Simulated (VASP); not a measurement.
# Cu (I4/mmm) in VASP: a series of runs, part 2 of 2

VASP 6.6.1.

**4. Single point, PBEsol**

This run uses another cell than the first one, of 11.57 Å³/atom, 1.063 times its volume.

Input file INCAR:

```
SYSTEM = Cu
ALGO = Normal ; EDIFF = 1E-7
ENCUT = 520 ; GGA = PS
ISIF = 2 ; ISMEAR = -1
LASPH = .True. ; LCHARG = .False.
LREAL = .False. ; LWAVE = .False.
NBANDS = 12 ; NELM = 100
PREC = Accurate ; SIGMA = 0.05
```

Input file KPOINTS:

```
k-points
0
Gamma
  14 14 14
  0 0 0
```

Input file POSCAR:

```
Cu
1.0
   -1.4475863674      1.4475863674      1.3806527313
    1.4475863674     -1.4475863674      1.3806527313
    1.4475863674      1.4475863674     -1.3806527313
Cu
1
Direct
    0.0000000000      0.0000000000      0.0000000000
```

Launch:

```console
$ cat potpaw_PBE.64/Cu/POTCAR > POTCAR
$ mpirun -np 1 vasp_std > vasp.out
```

Run time: 17 s. Hardware: 1 thread of Intel Xeon Platinum 8488C (Sapphire Rapids), shared host; peak memory 0.14 GiB.

Results (log left out):

```yaml
Free_energy: -4.2648 eV
Pressure: -2.3 GPa
```

Stress tensor (GPa, compression positive):
```
-2.08  0.00  0.00
 0.00 -2.08  0.00
 0.00  0.00 -2.66
```

Levels at points of the mesh, in eV from the Fermi level:
| k point | band 3 | band 4 | band 5 | band 6 | band 7 | band 8 | band 9 | band 10 |
| --- | --- | --- | --- | --- | --- | --- | --- | --- |
| (0.00, 0.00, 0.00) | -3.11 | -3.11 | -2.24 | -2.03 | 24.75 | 24.75 | 26.00 | 28.65 |
| (0.50, 0.00, 0.00) | -2.15 | -1.94 | -1.37 | -0.55 | 4.62 | 17.24 | 17.30 | 21.20 |
| (0.50, 0.50, 0.00) | -2.31 | -2.07 | -1.40 | -0.91 | 4.10 | 18.49 | 18.71 | 22.36 |
| (0.50, 0.50, 0.50) | -1.57 | -1.57 | -1.52 | 7.65 | 7.65 | 9.48 | 13.27 | 13.88 |

Caveat: the PAW data sets were made with another functional, which shifts forces and pressure a little.

**5. Single point, PBEsol**

This run uses another cell than the first one, of 11.92 Å³/atom, 1.095 times its volume.

Input file INCAR:

```
SYSTEM = Cu
ALGO = Normal
EDIFF = 1E-7
ENCUT = 520
GGA = PS
ISIF = 2
ISMEAR = -1
LASPH = .True.
LCHARG = .False.
LREAL = .False.
LWAVE = .False.
NBANDS = 12
NELM = 60
PREC = Accurate
SIGMA = 0.05
```

KPOINTS is that of step 4.

Input file POSCAR:

```
Cu
1.0
   -1.4617792957      1.4617792957      1.3941894056
    1.4617792957     -1.4617792957      1.3941894056
    1.4617792957      1.4617792957     -1.3941894056
Cu
1
Direct
    0.0000000000      0.0000000000      0.0000000000
```

Potentials or basis: VASP PAW PBE potentials, release 64 (Cu).

Launch:

```console
$ cat potpaw_PBE.64/Cu/POTCAR > POTCAR
$ mpirun -np 1 vasp_std > vasp.out
```

OUTCAR:

```text
SYSTEM = Cu
   EDIFF = 1E-7
   ENCUT = 520
   GGA = PS
   ISIF = 2
   ISMEAR = -1
   LASPH = .True.
   LREAL = .False.
   NELM = 60
   PREC = Accurate

 ion  position               nearest neighbor table
   1  0.000  0.000  0.000-

  LATTYP: Found a body centered tetragonal cell.
 ALAT       =     2.9235585914
 C/A-ratio  =     0.9537619049

  Lattice vectors:

 A1 = (  -1.4617792957,   1.4617792957,   1.3941894056)
 A2 = (   1.4617792957,  -1.4617792957,   1.3941894056)
 A3 = (   1.4617792957,   1.4617792957,  -1.3941894056)

Analysis of symmetry for initial positions (statically):
=====================================================================
 Subroutine PRICEL returns:
 Original cell was already a primitive cell.

 Routine SETGRP: Setting up the symmetry group for a
 body centered tetragonal supercell.

 Subroutine GETGRP returns: Found 16 space group operations
 (whereof 16 operations were pure point group operations)
 out of a pool of 16 trial point group operations.

The static configuration has the point symmetry D_4h.

Analysis of symmetry for dynamics (positions and initial velocities):
=====================================================================
 Subroutine PRICEL returns:
[... 160 lines left out ...]

 k-point     1 :       0.0000    0.0000    0.0000
  band No.  band energies     occupation
      1      -2.0245      2.00000
      2       4.0911      2.00000
      3       4.2749      2.00000
      4       4.2749      2.00000
      5       5.1061      2.00000
      6       5.3053      2.00000
      7      31.7531      0.00000
      8      31.7531      0.00000
      9      32.9903      0.00000
     10      35.2851      0.00000
     11      35.2851      0.00000
     12      35.6101      0.00000
[... 331 lines left out ...]
 k-point    24 :       0.2857    0.1429   -0.0000
  band No.  band energies     occupation
      1       2.2169      2.00000
      2       3.6075      2.00000
      3       4.1365      2.00000
      4       5.0849      2.00000
      5       5.4629      2.00000
      6       6.3411      2.00000
      7      16.1810      0.00000
      8      20.6797      0.00000
      9      24.7592      0.00000
     10      30.7627      0.00000
     11      34.8337      0.00000
     12      36.3814      0.00000

 [... further k-points ...]
[... 5 lines left out ...]
  --------------------------------------------------------------------------------------
  -------------------------------------------------------------------------------------
  Total       -0.4589421     -0.4589421     -0.5029122      0.0000000      0.0000000     -0.0000000
  in kB      -61.7053961    -61.7053961    -67.6172231      0.0000000      0.0000000     -0.0000000
  external PRESSURE =     -63.6760051 kB  Pullay stress =       0.0000000 kB

 VOLUME and BASIS-vectors are now :
 -----------------------------------------------------------------------------
  energy-cutoff  :      520.00
  volume of cell :       11.92
      direct lattice vectors                 reciprocal lattice vectors
    -1.461779296  1.461779296  1.394189406     0.000000000  0.342048900  0.358631329
     1.461779296 -1.461779296  1.394189406     0.342048900  0.000000000  0.358631329
     1.461779296  1.461779296 -1.394189406     0.342048900  0.342048900  0.000000000

 POSITION                                       TOTAL-FORCE (eV/Angst)
 -----------------------------------------------------------------------------------
      0.00000      0.00000      0.00000         0.000000      0.000000      0.000000
 -----------------------------------------------------------------------------------
    total drift:                                0.000000     -0.000000      0.000000

  FREE ENERGIE OF THE ION-ELECTRON SYSTEM (eV)
  ---------------------------------------------------
  free  energy   TOTEN  =        -4.2555995678 eV

  energy  without entropy=       -4.2511690902  energy(sigma->0) =       -4.25338433
```

OSZICAR:

```text
N       E                     dE             d eps       ncg     rms          rms(c)
DAV:   1     0.410687107773E+02    0.41069E+02   -0.54024E+03  6596   0.152E+03
DAV:   2    -0.403453752197E+01   -0.45103E+02   -0.41400E+02  6072   0.200E+02
DAV:   3    -0.532436636490E+01   -0.12898E+01   -0.12821E+01  6772   0.388E+01
DAV:   4    -0.533256916458E+01   -0.82028E-02   -0.82016E-02  6628   0.276E+00
DAV:   5    -0.533264642936E+01   -0.77265E-04   -0.77265E-04  6820   0.270E-01    0.828E+00
DAV:   6    -0.471953244729E+01    0.61311E+00   -0.17072E+01  6784   0.786E+01    0.442E+00
DAV:   7    -0.426987757149E+01    0.44965E+00   -0.27391E+00  6880   0.314E+01    0.606E-01
DAV:   8    -0.425689690590E+01    0.12981E-01   -0.56903E-03  7132   0.884E-01    0.265E-01
DAV:   9    -0.425559270039E+01    0.13042E-02   -0.70237E-03  7280   0.140E+00    0.242E-02
DAV:  10    -0.425559888756E+01   -0.61872E-05   -0.32074E-05  8592   0.941E-02    0.722E-03
DAV:  11    -0.425559950490E+01   -0.61734E-06   -0.10230E-06  7216   0.207E-02    0.210E-04
DAV:  12    -0.425559956775E+01   -0.62854E-07   -0.91043E-09  3856   0.106E-03
   1 F= -.42555996E+01 E0= -.42533843E+01  d E =-.443048E-02
```

Run time: 19 s. Hardware: 1 thread of Intel Xeon Platinum 8488C (Sapphire Rapids), shared host; peak memory 0.15 GiB.

Results:

- Free energy: -4.2556 eV
- Pressure: -6.4 GPa

Levels at points of the mesh, in eV from the Fermi level:
```
           k point  band 4  band 5  band 6  band 7  band 8  band 9
(0.00, 0.00, 0.00)   -3.01   -2.18   -1.98   24.47   24.47   25.70
(0.50, 0.00, 0.00)   -1.89   -1.35   -0.47    4.46   16.95   17.01
(0.50, 0.50, 0.00)   -2.01   -1.37   -0.82    3.95   18.25   18.33
(0.50, 0.50, 0.50)   -1.54   -1.49    7.54    7.54    9.33   13.06
```

Caveat: the PAW data sets were made with another functional, which shifts forces and pressure a little.

**6. Single point, PBEsol**

This run uses another cell than the first one, of 12.26 Å³/atom, 1.126 times its volume.

Input file INCAR:

```
SYSTEM = Cu
PREC     = Accurate       ! precision mode
ENCUT    = 520            ! plane-wave cutoff, eV
EDIFF    = 1E-6           ! SCF threshold, eV
ISMEAR   = -1             ! smearing method
SIGMA    = 0.05           ! smearing width, eV
LREAL    = .FALSE.        ! projectors in reciprocal space
LASPH    = .TRUE.         ! aspherical terms in the spheres
NELM     = 80             ! most SCF steps
ALGO     = Normal         ! electronic algorithm
ISIF     = 2              ! what is computed and relaxed
LWAVE    = .FALSE.        ! write WAVECAR
LCHARG   = .FALSE.        ! write CHGCAR
GGA      = PS             ! functional
NBANDS   = 12             ! bands
```

Input file KPOINTS:

```
regular mesh
0
G
  14 14 14
  0 0 0
```

Input file POSCAR:

```
Cu
1.0
   -1.4757018412      1.4757018412      1.4074681991
    1.4757018412     -1.4757018412      1.4074681991
    1.4757018412      1.4757018412     -1.4074681991
Cu
1
Direct
    0.0000000000      0.0000000000      0.0000000000
```

Potentials or basis: VASP PAW PBE potentials, release 64 (Cu).

Launch:

```console
$ cat potpaw_PBE.64/Cu/POTCAR > POTCAR
$ mpirun -np 1 vasp_std > vasp.out
```

Run time: 20 s. Hardware: 1 thread of Intel Xeon Platinum 8488C (Sapphire Rapids), shared host; peak memory 0.14 GiB.

It converged, with:

```
Free energy : -4.2384 eV
Pressure    : -9.7 GPa
```

Stress tensor (GPa, compression positive):
```
 -9.53   0.00   0.00
  0.00  -9.53   0.00
  0.00   0.00 -10.14
```

Levels at points of the mesh, in eV from the Fermi level:
```tsv
k point	band 3	band 4	band 5	band 6	band 7	band 8	band 9	band 10
(0.00, 0.00, 0.00)	-2.92	-2.92	-2.12	-1.93	24.19	24.19	25.42	27.38
(0.50, 0.00, 0.00)	-2.04	-1.85	-1.33	-0.39	4.32	16.62	16.78	20.53
(0.50, 0.50, 0.00)	-2.19	-1.96	-1.35	-0.74	3.81	17.97	18.01	21.65
(0.50, 0.50, 0.50)	-1.51	-1.51	-1.46	7.43	7.43	9.19	12.87	13.37
```

Caveat: the PAW data sets were made with another functional, which shifts forces and pressure a little.

**7. Overview**

| cell | gap on the mesh (eV) | pressure (GPa) |
| --- | --- | --- |
| a = 2.419 Å, angles 108.2, 108.2, 112.0°, 1 atom | none | 8.6 |
| a = 2.445 Å, angles 108.2, 108.2, 112.0°, 1 atom | none | 2.7 |
| a = 2.469 Å, angles 108.2, 108.2, 112.0°, 1 atom | none | -2.3 |
| a = 2.493 Å, angles 108.2, 108.2, 112.0°, 1 atom | none | -6.4 |
| a = 2.517 Å, angles 108.2, 108.2, 112.0°, 1 atom | none | -9.7 |

Alike in all rows: task single point; level PBEsol; potentials or basis VASP PAW PBE potentials, release 64 (Cu); no spin polarisation; k mesh 14 × 14 × 14; cutoff (eV) 520; smearing fermi-dirac 0.05 eV.

Caveats: the PAW data sets were made with another functional, which shifts forces and pressure a little.

Absolute energies hang on the potentials; compare differences alone.
